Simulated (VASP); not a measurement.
# CdSe (zincblende type) (F-43m) in VASP: further runs

CdSe (zincblende type) is run at these levels: LDA; tasks: single point.

Everything below comes from runs of VASP 6.6.1. Logs are shortened: lines on timing, memory, paths and dates and some standing lists are left out, and cuts for length are marked.

## Step 1: The cell of the first run

Symmetry: F-43m, No. 216, cubic system. Conventional cell: a = 5.844 Å, b = 5.844 Å, c = 5.844 Å, α = 90.00°, β = 90.00°, γ = 90.00°. Within 3.3 Å of Cd (site symmetry -43m) lie 4 Se at 2.53 Å. Se (site symmetry -43m) has 4 Cd at 2.53 Å within 3.3 Å.

## Step 2: Single point, LDA (volume scaled by 0.92)

The input, INCAR:

```
ALGO = Normal
EDIFF = 1E-6
ENCUT = 520
ISIF = 2
ISMEAR = -1
LASPH = True
LCHARG = True
LELF = True
LREAL = False
LVHAR = True
LWAVE = False
NBANDS = 16
NELM = 60
PREC = Accurate
SIGMA = 0.05
```

The input, KPOINTS:

```
k-points
0
Gamma
  12 12 12
```

The input, POSCAR:

```
CdSe
1.0
    0.0000000000      2.9220277494      2.9220277494
    2.9220277494      0.0000000000      2.9220277494
    2.9220277494      2.9220277494      0.0000000000
Cd Se
1 1
Direct
    0.0000000000      0.0000000000      0.0000000000
    0.2500000000      0.2500000000      0.2500000000
```

Potentials or basis: VASP PAW LDA potentials, release 64 (Cd, Se).

On the command line:

```
$ cat potpaw_LDA.64/Cd/POTCAR potpaw_LDA.64/Se/POTCAR > POTCAR
$ mpirun -np 1 vasp_std > vasp.out
```

OUTCAR:

```text
EDIFF = 1E-6
   ENCUT = 520
   ISIF = 2
   ISMEAR = -1
   LASPH = True
   LREAL = False
   NELM = 60
   PREC = Accurate

 ion  position               nearest neighbor table
   1  0.000  0.000  0.000-   2 2.53   2 2.53   2 2.53   2 2.53
   2  0.250  0.250  0.250-   1 2.53   1 2.53   1 2.53   1 2.53

  LATTYP: Found a face centered cubic cell.
 ALAT       =     5.8440554988

  Lattice vectors:

 A1 = (   0.0000000000,   2.9220277494,   2.9220277494)
 A2 = (   2.9220277494,   0.0000000000,   2.9220277494)
 A3 = (   2.9220277494,   2.9220277494,   0.0000000000)

Analysis of symmetry for initial positions (statically):
=====================================================================
 Subroutine PRICEL returns:
 Original cell was already a primitive cell.

 Routine SETGRP: Setting up the symmetry group for a
 face centered cubic supercell.

 Subroutine GETGRP returns: Found 24 space group operations
 (whereof 24 operations were pure point group operations)
 out of a pool of 48 trial point group operations.

The static configuration has the point symmetry T_d .

Analysis of symmetry for dynamics (positions and initial velocities):
=====================================================================
 Subroutine PRICEL returns:
 Original cell was already a primitive cell.

 Routine SETGRP: Setting up the symmetry group for a
 face centered cubic supercell.

 Subroutine GETGRP returns: Found 24 space group operations
 (whereof 24 operations were pure point group operations)
 out of a pool of 48 trial point group operations.

The dynamic configuration has the point symmetry T_d .

 Subroutine INISYM returns: Found 24 space group operations
 (whereof 24 operations are pure point group operations),
 and found     1 'primitive' translations

----------------------------------------------------------------------------------------

                                     Primitive cell

  volume of cell :      49.8980

  direct lattice vectors                    reciprocal lattice vectors
     0.000000000  2.922027749  2.922027749    -0.171114049  0.171114049  0.171114049
     2.922027749  0.000000000  2.922027749     0.171114049 -0.171114049  0.171114049
     2.922027749  2.922027749  0.000000000     0.171114049  0.171114049 -0.171114049

  length of vectors
     4.132371273  4.132371273  4.132371273     0.296378227  0.296378227  0.296378227

  position of ions in fractional coordinates (direct lattice)
     0.000000000  0.000000000  0.000000000
     0.250000000  0.250000000  0.250000000

  ion indices of the primitive-cell ions
   primitive index   ion index
                 1           1
                 2           2

----------------------------------------------------------------------------------------

 KPOINTS: k-points

Automatic generation of k-mesh.
 Grid dimensions read from file:
 generate k-points for:   12   12   12

 Generating k-lattice:

  Cartesian coordinates                     Fractional coordinates (reciprocal lattice)
    -0.014259504  0.014259504  0.014259504     0.083333333  0.000000000  0.000000000
     0.014259504 -0.014259504  0.014259504     0.000000000  0.083333333  0.000000000
     0.014259504  0.014259504 -0.014259504     0.000000000  0.000000000  0.083333333

  Length of vectors
     0.024698186  0.024698186  0.024698186

  Shift w.r.t. Gamma in fractional coordinates (k-lattice)
     0.000000000  0.000000000  0.000000000

 Subroutine IBZKPT returns following result:
 ===========================================

 Found     72 irreducible k-points:

 Following reciprocal coordinates:
            Coordinates               Weight
  0.000000  0.000000  0.000000      1.000000
  0.083333  0.000000  0.000000      8.000000
  0.166667  0.000000  0.000000      8.000000
  0.250000  0.000000  0.000000      8.000000
  0.333333  0.000000  0.000000      8.000000
  0.416667  0.000000  0.000000      8.000000
[... 16 lines left out ...]
  0.500000  0.166667  0.000000     24.000000
 -0.416667  0.166667  0.000000     24.000000
 [... further k-points ...]
   k-points           NKPTS =     72   k-points in BZ     NKDIM =     72   number of bands    NBANDS=     16
   number of dos      NEDOS =    301   number of ions     NIONS =      2
   total plane-waves  NPLWV =  32768
   dimension x,y,z NGX =    32 NGY =   32 NGZ =   32
   dimension x,y,z NGXF=    64 NGYF=   64 NGZF=   64
   ions per type =               1   1
   NGX,Y,Z   is equivalent  to a cutoff of  12.87, 12.87, 12.87 a.u.
   NGXF,Y,Z  is equivalent  to a cutoff of  25.75, 25.75, 25.75 a.u.
 SYSTEM =  unknown system
   PREC   = accura    normal or accurate (medium, high low for compatibility)
   ISTART =      0    job   : 0-new  1-cont  2-samecut
   ICHARG =      2    charge: 1-file 2-atom 10-const
   ISPIN  =      1    spin polarized calculation?
   LNONCOLLINEAR =      F non collinear calculations
   LSORBIT =      F    spin-orbit coupling
   LASPH  =      T    aspherical Exc in radial PAW
   ENCUT  =  520.0 eV  38.22 Ry    6.18 a.u.   7.68  7.68  7.68*2*pi/ulx,y,z
   NELM   =     60;   NELMIN=  2; NELMDL= -5     # of ELM steps
   EDIFF  = 0.1E-05   stopping-criterion for ELM
   LREAL  =      F    real-space projection
   EDIFFG = 0.1E-04   stopping-criterion for IOM
   NSW    =      0    number of steps for IOM
   IBRION =     -1    ionic relax: 0-MD 1-quasi-New 2-CG
   NFREE  =      0    steps in history (QN), initial steepest desc. (CG)
   ISIF   =      2    stress and relaxation
   ISYM   =      2    0-nonsym 1-usesym 2-fastsym
   POTIM  = 0.5000    time-step for ionic-motion
   TEBEG  =    0.0;   TEEND  =   0.0 temperature during run
   PSTRESS=    0.0 pullay stress
   NELECT =      18.0000    total number of electrons
   NUPDOWN=      -1.0000    fix difference up-down
   EMIN   =  10.00;   EMAX   =-10.00  energy-range for DOS
   EFERMI =   0.00;   METHOD = LEGACY
   ISMEAR =    -1;   SIGMA  =   0.05  broadening in eV -4-tet -1-fermi 0-gaus
   EFERMI_NEDOS =   21; number of points for ismear=-14 and -15
   IALGO  =     38    algorithm
   IMIX   =      4    mixing-type and parameters
     AMIX     =   0.40;   BMIX     =  1.00
     AMIX_MAG =   1.60;   BMIX_MAG =  1.00
  volume/ion in A,a.u.               =      24.95       168.36
  Fermi-wavevector in a.u.,A,eV,Ry     =   1.165390  2.202268 18.478537  1.358134
  Thomas-Fermi vector in A             =   2.301916
   LORBIT       =      0    0 simple, 1 ext, 2 COOP (PROOUT), +10 PAW based schemes
   GGA     = CA    functional components
   LHFCALC =     F    Hartree Fock is set to
   AEXX    =    0.0000 exact exchange contribution
   IVDW    =     0    specifies the selected vdW correction
   LEPSILON=     F    determine dielectric tensor
   LRPA    =     F    only Hartree local field effects (RPA)
 non-spin polarized calculation
  energy-cutoff  :      520.00
  volume of cell :       49.90
 maximum number of plane-waves:      1363
   NGX = 15   NGY = 15   NGZ = 15

 number of electron      18.0000004 magnetization

 Free energy of the ion-electron system (eV)
  ---------------------------------------------------
  ext. energy  EPLUGINS =         0.00000000
  ---------------------------------------------------
  free energy    TOTEN  =        -6.67397168 eV

  energy without entropy =       -6.67396561  energy(sigma->0) =       -6.67396864

 E-fermi :   2.2350     XC(G=0):  -9.8311

 val. band max:        1.8780512263   @ k =   0.0000   0.0000   0.0000
 cond. band min:       2.4840687949   @ k =   0.0000   0.0000   0.0000
 fundamental gap:      0.6060175686
 Fermi energy:         2.2350242952

 k-point     1 :       0.0000    0.0000    0.0000
  band No.  band energies     occupation
      1     -11.5280      2.00000
      2      -6.5808      2.00000
      3      -6.5808      2.00000
      4      -6.5808      2.00000
      5      -6.0553      2.00000
      6      -6.0553      2.00000
[... 8 lines left out ...]
     15      13.2445      0.00000
     16      13.2445      0.00000

 k-point     2 :       0.0833    0.0000    0.0000
  band No.  band energies     occupation
      1     -11.4955      2.00000
      2      -6.5698      2.00000
      3      -6.5698      2.00000
      4      -6.5592      2.00000
      5      -6.0563      2.00000
      6      -6.0563      2.00000
[... 8 lines left out ...]
     15      12.6097      0.00000
     16      12.6097      0.00000

 k-point     3 :       0.1667    0.0000    0.0000
  band No.  band energies     occupation
      1     -11.4059      2.00000
      2      -6.5409      2.00000
      3      -6.5409      2.00000
      4      -6.4854      2.00000
      5      -6.0573      2.00000
      6      -6.0573      2.00000
[... 8 lines left out ...]
     15      12.0640      0.00000
     16      12.4108      0.00000

 k-point     4 :       0.2500    0.0000    0.0000
  band No.  band energies     occupation
      1     -11.2818      2.00000
      2      -6.5052      2.00000
      3      -6.5052      2.00000
      4      -6.3383      2.00000
      5      -6.0535      2.00000
      6      -6.0535      2.00000
[... 8 lines left out ...]
     15      12.0263      0.00000
     16      12.0263      0.00000

 k-point     5 :       0.3333    0.0000    0.0000
  band No.  band energies     occupation
      1     -11.1563      2.00000
      2      -6.4751      2.00000
      3      -6.4751      2.00000
      4      -6.1031      2.00000
      5      -6.0422      2.00000
      6      -6.0422      2.00000
[... 8 lines left out ...]
     15      12.5803      0.00000
     16      12.5803      0.00000

 k-point     6 :       0.4167    0.0000    0.0000
  band No.  band energies     occupation
      1     -11.0638      2.00000
      2      -6.4574      2.00000
      3      -6.4574      2.00000
      4      -6.0283      2.00000
      5      -6.0283      2.00000
      6      -5.8174      2.00000
[... 8 lines left out ...]
     15      13.5588      0.00000
     16      13.5588      0.00000

 k-point     7 :       0.5000    0.0000    0.0000
  band No.  band energies     occupation
      1     -11.0300      2.00000
      2      -6.4519      2.00000
      3      -6.4519      2.00000
      4      -6.0218      2.00000
      5      -6.0218      2.00000
      6      -5.6615      2.00000
[... 8 lines left out ...]
     15      14.3426      0.00000
     16      14.3426      0.00000

 k-point     8 :       0.0833    0.0833    0.0000
  band No.  band energies     occupation
      1     -11.4847      2.00000
      2      -6.5644      2.00000
      3      -6.5599      2.00000
      4      -6.5599      2.00000
      5      -6.0638      2.00000
      6      -6.0497      2.00000
[... 8 lines left out ...]
     15      12.5547      0.00000
     16      13.3011      0.00000

 k-point     9 :       0.1667    0.0833    0.0000
  band No.  band energies     occupation
      1     -11.4142      2.00000
      2      -6.5445      2.00000
      3      -6.5310      2.00000
      4      -6.5066      2.00000
      5      -6.0709      2.00000
      6      -6.0448      2.00000
[... 8 lines left out ...]
     15      12.9066      0.00000
     16      13.1361      0.00000
[... 172 lines left out ...]
 k-point    19 :       0.1667    0.1667    0.0000
  band No.  band energies     occupation
      1     -11.3655      2.00000
      2      -6.5097      2.00000
      3      -6.5004      2.00000
      4      -6.5004      2.00000
      5      -6.0824      2.00000
      6      -6.0344      2.00000
[... 8 lines left out ...]
     15      13.4675      0.00000
     16      14.0276      0.00000

 k-point    20 :       0.2500    0.1667    0.0000
  band No.  band energies     occupation
      1     -11.2722      2.00000
      2      -6.4861      2.00000
      3      -6.4595      2.00000
      4      -6.4119      2.00000
      5      -6.0822      2.00000
      6      -6.0252      2.00000
[... 8 lines left out ...]
     15      13.3949      0.00000
     16      14.2677      0.00000

 k-point    21 :       0.3333    0.1667    0.0000
  band No.  band energies     occupation
      1     -11.1589      2.00000
      2      -6.4604      2.00000
      3      -6.4222      2.00000
      4      -6.2692      2.00000
      5      -6.0403      2.00000
      6      -6.0162      2.00000
[... 8 lines left out ...]
     15      13.6117      0.00000
     16      13.8502      0.00000

 k-point    22 :       0.4167    0.1667    0.0000
  band No.  band energies     occupation
      1     -11.0564      2.00000
      2      -6.4404      2.00000
      3      -6.3985      2.00000
      4      -6.1544      2.00000
      5      -6.0107      2.00000
      6      -5.8770      2.00000
[... 8 lines left out ...]
     15      13.7784      0.00000
     16      14.2871      0.00000

 k-point    23 :       0.5000    0.1667    0.0000
  band No.  band energies     occupation
      1     -10.9925      2.00000
      2      -6.4302      2.00000
      3      -6.3909      2.00000
      4      -6.0974      2.00000
      5      -6.0157      2.00000
      6      -5.6486      2.00000
[... 8 lines left out ...]
     15      13.9690      0.00000
     16      14.4650      0.00000

 k-point    24 :      -0.4167    0.1667    0.0000
  band No.  band energies     occupation
      1     -10.9844      2.00000
      2      -6.4270      2.00000
      3      -6.3977      2.00000
      4      -6.0673      2.00000
      5      -6.0341      2.00000
      6      -5.5990      2.00000
[... 8 lines left out ...]
     15      13.2851      0.00000
     16      13.8067      0.00000

 [... further k-points ...]
[... 5 lines left out ...]
  --------------------------------------------------------------------------------------
  -------------------------------------------------------------------------------------
  Total        2.0369435      2.0369435      2.0369435     -0.0000000      0.0000000      0.0000000
  in kB       65.4043403     65.4043403     65.4043403     -0.0000000      0.0000000      0.0000000
  external PRESSURE =      65.4043403 kB  Pullay stress =       0.0000000 kB

 VOLUME and BASIS-vectors are now :
 -----------------------------------------------------------------------------
  energy-cutoff  :      520.00
  volume of cell :       49.90
      direct lattice vectors                 reciprocal lattice vectors
     0.000000000  2.922027749  2.922027749    -0.171114049  0.171114049  0.171114049
     2.922027749  0.000000000  2.922027749     0.171114049 -0.171114049  0.171114049
     2.922027749  2.922027749  0.000000000     0.171114049  0.171114049 -0.171114049

 POSITION                                       TOTAL-FORCE (eV/Angst)
 -----------------------------------------------------------------------------------
      0.00000      0.00000      0.00000         0.000000     -0.000000     -0.000000
      1.46101      1.46101      1.46101        -0.000000      0.000000      0.000000
 -----------------------------------------------------------------------------------
    total drift:                                0.000000      0.000000      0.000000

  FREE ENERGIE OF THE ION-ELECTRON SYSTEM (eV)
  ---------------------------------------------------
  free  energy   TOTEN  =        -6.6739716765 eV

  energy  without entropy=       -6.6739656126  energy(sigma->0) =       -6.67396864
```

It took 31 s on 1 thread of Intel Xeon 6975P-C, shared host; peak memory 0.19 GiB.

Results:

- Free energy: -6.6740 eV
- Pressure: 6.5 GPa
- Band gap on the k mesh: 0.61 eV, direct

Caveat: the cell differs from its parent crystal (volume scaled by 0.92).

## Step 3: Single point, LDA

This run uses another cell than the first one, of 27.12 Å³/atom, 1.087 times its volume.

The input, INCAR:

```
PREC = Accurate ; ENCUT = 520
EDIFF = 1E-7 ; ISMEAR = -1
SIGMA = 0.05 ; LREAL = False
LASPH = True ; NELM = 60
ALGO = Normal ; ISIF = 2
LWAVE = False ; LCHARG = True
GGA = CA ; LELF = True
LVHAR = True ; NBANDS = 16
```

The input, KPOINTS:

```
regular mesh
0
Gamma
  12 12 12
```

The input, POSCAR:

```
CdSe
1.0
    0.0000000000      3.0043813692      3.0043813692
    3.0043813692      0.0000000000      3.0043813692
    3.0043813692      3.0043813692      0.0000000000
Cd Se
1 1
Direct
    0.0000000000      0.0000000000      0.0000000000
    0.2500000000      0.2500000000      0.2500000000
```

Potentials or basis: VASP PAW LDA potentials, release 64 (Cd, Se).

On the command line:

```
$ cat potpaw_LDA.64/Cd/POTCAR potpaw_LDA.64/Se/POTCAR > POTCAR
$ mpirun -np 1 vasp_std > vasp.out
```

It took 27 s on 1 thread of Intel Xeon 6975P-C, shared host; peak memory 0.2 GiB.

The run converged. Its results:

| Property | Result |
| --- | --- |
| Free energy | -6.7626 eV |
| Pressure | 0.5 GPa |
| Band gap on the k mesh | 0.44 eV, direct |

Levels at points of the mesh, in eV from the valence-band top:
| k point | band 5 | band 6 | band 7 | band 8 | band 9 | band 10 | band 11 | band 12 | band 13 | band 14 |
| --- | --- | --- | --- | --- | --- | --- | --- | --- | --- | --- |
| (0.00, 0.00, 0.00) | -7.67 | -7.67 | 0.00 | 0.00 | 0.00 | 0.44 | 5.80 | 5.80 | 5.80 | 9.65 |
| (0.50, 0.00, 0.00) | -7.64 | -7.35 | -4.70 | -0.82 | -0.82 | 2.24 | 6.32 | 6.32 | 7.30 | 9.90 |
| (0.50, 0.50, 0.00) | -7.60 | -7.28 | -4.33 | -2.02 | -2.02 | 2.87 | 3.64 | 9.06 | 10.24 | 10.24 |
